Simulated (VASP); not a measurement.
# BaTiO3 (P4mm) in VASP: notebook, part 2 of 2

VASP 6.6.1. The steps go on from the part before.

## (3) Single point, r2SCAN

This run uses another cell than the first one, of 12.86 Å³/atom, 1.021 times its volume.

POSCAR reads:

```
BaTiO3
1.0
    3.9998000000      0.0000000000      0.0000000000
    0.0000000000      3.9998000000      0.0000000000
    0.0000000000      0.0000000000      4.0180000000
Ba Ti O
1 1 3
Direct
    0.0000000000      0.0000000000      0.0002284295
    0.5000000000      0.5000000000      0.4849139045
    0.5000000000      0.5000000000      0.0268972145
    0.5000000000      0.0000000000      0.5154802258
    0.0000000000      0.5000000000      0.5154802258
```

INCAR.step1 reads:

```
PREC = Accurate
ENCUT = 520
ISMEAR = 0
SIGMA = 0.02
LREAL = F
LASPH = T
NELM = 60
NBANDS = 28
GGA = PE
ALGO = Normal
EDIFF = 1E-4
LWAVE = T
LCHARG = F
```

INCAR.step2 reads:

```
PREC = Accurate
ENCUT = 520
EDIFF = 1E-6
ISMEAR = 0
SIGMA = 0.02
LREAL = F
LASPH = T
NELM = 60
ALGO = Normal
ISIF = 2
LWAVE = F
LCHARG = F
METAGGA = R2SCAN
LMIXTAU = T
NBANDS = 28
ISTART = 1
```

KPOINTS reads:

```
Automatic mesh
0
Gamma
  8 8 8
```

Potentials or basis: VASP PAW PBE potentials, release 64 (Ba_sv, Ti_sv, O).

Run with:

```console
$ cat potpaw_PBE.64/Ba_sv/POTCAR potpaw_PBE.64/Ti_sv/POTCAR potpaw_PBE.64/O/POTCAR > POTCAR
$ cp INCAR.step1 INCAR
$ mpirun -np 1 vasp_std > vasp.out
$ cp INCAR.step2 INCAR
$ mpirun -np 1 vasp_std > vasp.out
```

OUTCAR:

```text
PREC = Accurate
   ENCUT = 520
   EDIFF = 1E-6
   ISMEAR = 0
   LREAL = F
   LASPH = T
   NELM = 60
   ISIF = 2
   METAGGA = R2SCAN
   ISTART = 1

 ion  position               nearest neighbor table
   1  0.000  0.000  0.000-   4 2.79   5 2.79   5 2.79   4 2.79   3 2.83   3 2.83   3 2.83   3 2.83
                             4 2.88   5 2.88   5 2.88   4 2.88   2 3.43   2 3.43   2 3.43   2 3.43
   2  0.500  0.500  0.485-   3 1.84   4 2.00   5 2.00   4 2.00   5 2.00   3 2.18   1 3.43   1 3.43
                             1 3.43   1 3.43   1 3.51   1 3.51   1 3.51   1 3.51
   3  0.500  0.500  0.027-   2 1.84   2 2.18   1 2.83   1 2.83   1 2.83   1 2.83
   4  0.500  0.000  0.515-   2 2.00   2 2.00   1 2.79   1 2.79   1 2.88   1 2.88
   5  0.000  0.500  0.515-   2 2.00   2 2.00   1 2.79   1 2.79   1 2.88   1 2.88

  LATTYP: Found a simple tetragonal cell.
 ALAT       =     3.9998000000
 C/A-ratio  =     1.0045502275

  Lattice vectors:

 A1 = (   3.9998000000,   0.0000000000,   0.0000000000)
 A2 = (   0.0000000000,   3.9998000000,   0.0000000000)
 A3 = (   0.0000000000,   0.0000000000,   4.0180000000)

Analysis of symmetry for initial positions (statically):
=====================================================================
 Subroutine PRICEL returns:
 Original cell was already a primitive cell.

 Routine SETGRP: Setting up the symmetry group for a
 simple tetragonal supercell.

 Subroutine GETGRP returns: Found  8 space group operations
 (whereof  8 operations were pure point group operations)
 out of a pool of 16 trial point group operations.

The static configuration has the point symmetry C_4v.

Analysis of symmetry for dynamics (positions and initial velocities):
=====================================================================
 Subroutine PRICEL returns:
 Original cell was already a primitive cell.
[... 131 lines left out ...]
   IALGO  =     38    algorithm
   IMIX   =      4    mixing-type and parameters
     AMIX     =   0.40;   BMIX     =  1.00
     AMIX_MAG =   1.60;   BMIX_MAG =  1.00
  volume/ion in A,a.u.               =      12.86        86.76
  Fermi-wavevector in a.u.,A,eV,Ry     =   1.397653  2.641181 26.578078  1.953434
  Thomas-Fermi vector in A             =   2.520888
   LORBIT       =      0    0 simple, 1 ext, 2 COOP (PROOUT), +10 PAW based schemes
   METAGGA = R2SCAN    functional components
   LHFCALC =     F    Hartree Fock is set to
   AEXX    =    0.0000 exact exchange contribution
   IVDW    =     0    specifies the selected vdW correction
   LEPSILON=     F    determine dielectric tensor
   LRPA    =     F    only Hartree local field effects (RPA)
 non-spin polarized calculation
 Gauss-broadening in eV      SIGMA  =   0.02
  energy-cutoff  :      520.00
  volume of cell :       64.28
 maximum number of plane-waves:      1763
 NGX is ok and might be reduce to    30
   NGX = 15   NGY = 15   NGZ = 15

 number of electron      39.9999979 magnetization

 Free energy of the ion-electron system (eV)
  ---------------------------------------------------
  ext. energy  EPLUGINS =         0.00000000
  ---------------------------------------------------
  free energy    TOTEN  =       -74.24846428 eV

  energy without entropy =      -74.24846428  energy(sigma->0) =      -74.24846428

 E-fermi :   3.6831     XC(G=0): -11.8949

 val. band max:        3.5818571661   @ k =   0.5000   0.5000   0.5000
 cond. band min:       5.7740490381   @ k =   0.0000   0.0000   0.0000
 fundamental gap:      2.1921918720
 Fermi energy:         3.6831049754

 k-point     1 :       0.0000    0.0000    0.0000
  band No.  band energies     occupation
      1     -55.2099      2.00000
      2     -30.4428      2.00000
      3     -30.3651      2.00000
      4     -30.3651      2.00000
      5     -21.9899      2.00000
      6     -14.3527      2.00000
[... 733 lines left out ...]
     27      12.0865      0.00000
     28      12.9832      0.00000

 [... further k-points ...]

------------------------ aborting loop because EDIFF is reached ----------------------------------------

  FORCE on cell =-STRESS in cart. coord.  units (eV):
  Direction    XX          YY          ZZ          XY          YZ          ZX
  --------------------------------------------------------------------------------------
  -------------------------------------------------------------------------------------
  Total        0.4616209      0.4616209      1.6811381      0.0000000      0.0000000      0.0000000
  in kB       11.5056083     11.5056083     41.9012994      0.0000000      0.0000000      0.0000000
  external PRESSURE =      21.6375053 kB  Pullay stress =       0.0000000 kB

 VOLUME and BASIS-vectors are now :
 -----------------------------------------------------------------------------
  energy-cutoff  :      520.00
  volume of cell :       64.28
      direct lattice vectors                 reciprocal lattice vectors
     3.999800000  0.000000000  0.000000000     0.250012501  0.000000000  0.000000000
     0.000000000  3.999800000  0.000000000     0.000000000  0.250012501  0.000000000
     0.000000000  0.000000000  4.018000000     0.000000000  0.000000000  0.248880040

 POSITION                                       TOTAL-FORCE (eV/Angst)
 -----------------------------------------------------------------------------------
      0.00000      0.00000      0.00092         0.000000      0.000000      0.020533
      1.99990      1.99990      1.94838        -0.000000      0.000000      0.144259
      1.99990      1.99990      0.10807        -0.000000     -0.000000     -0.141952
      1.99990      0.00000      2.07120        -0.000000      0.000000     -0.011420
      0.00000      1.99990      2.07120         0.000000      0.000000     -0.011420
 -----------------------------------------------------------------------------------
    total drift:                                0.000000      0.000000     -0.001506

  FREE ENERGIE OF THE ION-ELECTRON SYSTEM (eV)
  ---------------------------------------------------
  free  energy   TOTEN  =       -74.2484642766 eV

  energy  without entropy=      -74.2484642766  energy(sigma->0) =      -74.24846428
```

OUTCAR.step1:

```text
PREC = Accurate
   ENCUT = 520
   ISMEAR = 0
   LREAL = F
[... 980 lines left out ...]
      1.99990      1.99990      1.94838         0.000000     -0.000000      0.110953
      1.99990      1.99990      0.10807         0.000000      0.000000     -0.172688
      1.99990      0.00000      2.07120         0.000000      0.000000      0.023509
      0.00000      1.99990      2.07120        -0.000000     -0.000000      0.023509
 -----------------------------------------------------------------------------------
    total drift:                                0.000000      0.000000     -0.004149

  FREE ENERGIE OF THE ION-ELECTRON SYSTEM (eV)
  ---------------------------------------------------
  free  energy   TOTEN  =       -39.9855977116 eV

  energy  without entropy=      -39.9855977116  energy(sigma->0) =      -39.98559771
```

OSZICAR.step1:

```text
N       E                     dE             d eps       ncg     rms          rms(c)
DAV:   1     0.438532619054E+03    0.43853E+03   -0.20951E+04  4200   0.155E+03
DAV:   2    -0.443572271036E+01   -0.44297E+03   -0.42213E+03  4848   0.429E+02
DAV:   3    -0.486097248271E+02   -0.44174E+02   -0.43785E+02  5856   0.133E+02
DAV:   4    -0.507068483764E+02   -0.20971E+01   -0.20925E+01  6244   0.248E+01
DAV:   5    -0.507714800727E+02   -0.64632E-01   -0.64620E-01  5732   0.339E+00    0.234E+01
DAV:   6    -0.401660918977E+02    0.10605E+02   -0.56759E+01  6020   0.674E+01    0.993E+00
DAV:   7    -0.401461446600E+02    0.19947E-01   -0.10300E+01  5588   0.236E+01    0.694E+00
DAV:   8    -0.399758515843E+02    0.17029E+00   -0.62835E-01  5312   0.722E+00    0.354E+00
DAV:   9    -0.400106537170E+02   -0.34802E-01   -0.33373E-01  5948   0.490E+00    0.151E+00
DAV:  10    -0.399884910669E+02    0.22163E-01   -0.13099E-01  5000   0.380E+00    0.504E-01
DAV:  11    -0.399858016739E+02    0.26894E-02   -0.10969E-02  5524   0.675E-01    0.149E-01
DAV:  12    -0.399856259104E+02    0.17576E-03   -0.11043E-03  4752   0.211E-01    0.397E-02
DAV:  13    -0.399855977116E+02    0.28199E-04   -0.14860E-04  3444   0.127E-01
   1 F= -.39985598E+02 E0= -.39985598E+02  d E =-.445747E-73
```

Run time: 4.4 min. Hardware: 1 thread of AMD EPYC 9R45 (Zen 5), shared host; peak memory 0.23 GiB.

What came out:

* Free energy: -74.2485 eV
* Pressure: 2.2 GPa
* Largest force: 0.144 eV/Å
* Band gap on the k mesh: 2.19 eV, indirect (least direct gap 2.56 eV)

Forces on the atoms (eV/Å):
```
Ba   0.000  0.000  0.021
Ti   0.000  0.000  0.144
O    0.000  0.000 -0.142
O    0.000  0.000 -0.011
O    0.000  0.000 -0.011
```

Levels at points of the mesh, in eV from the valence-band top:
```csv
k point,band 18,band 19,band 20,band 21,band 22,band 23
"(0.00, 0.00, 0.00)",-0.45,-0.37,-0.37,2.19,2.52,2.52
"(0.50, 0.00, 0.00)",-1.67,-1.12,-1.00,2.63,3.88,3.94
"(0.50, 0.50, 0.00)",-1.10,-1.10,-0.09,3.96,3.96,4.35
"(0.00, 0.00, 0.50)",-1.95,-0.75,-0.75,2.35,4.00,4.00
"(0.50, 0.00, 0.50)",-0.94,-0.91,-0.24,3.91,4.01,4.35
"(0.50, 0.50, 0.50)",-0.16,-0.16,0.00,4.57,4.59,4.59
```

Caveat: the PAW data sets were made with another functional, which shifts forces and pressure a little; spin-orbit coupling is left out, which moves the levels of the heavy elements.
